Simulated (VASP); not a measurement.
A run of VASP 6.6.1 is set up as follows.

Contents of INCAR:

```
ALGO = Normal
EDIFF = 1E-6
ENCUT = 520
GGA = PE
ISIF = 2
ISMEAR = -1
LASPH = T
LCHARG = F
LREAL = F
LWAVE = F
NBANDS = 12
NELM = 60
PREC = Accurate
SIGMA = 0.06122561905347299
```

File KPOINTS:

```
k-points
0
Gamma
  25 25 25
```

File POSCAR:

```
Zn
1.0
   -1.5656873816      1.5656873816      1.5656873816
    1.5656873816     -1.5656873816      1.5656873816
    1.5656873816      1.5656873816     -1.5656873816
Zn
1
Direct
    0.0000000000      0.0000000000      0.0000000000
```

Potentials or basis: VASP PAW PBE potentials, release 64 (Zn).

The run is started by

```bash
$ cat potpaw_PBE.64/Zn/POTCAR > POTCAR
$ mpirun -np 1 vasp_std > vasp.out
```

Q: What does it give for the band gap on the k mesh?

A: Zero (bands 6 and 7 overlap by 4.84 eV).

Q: Predict the pressure.

A: 0.5 GPa.
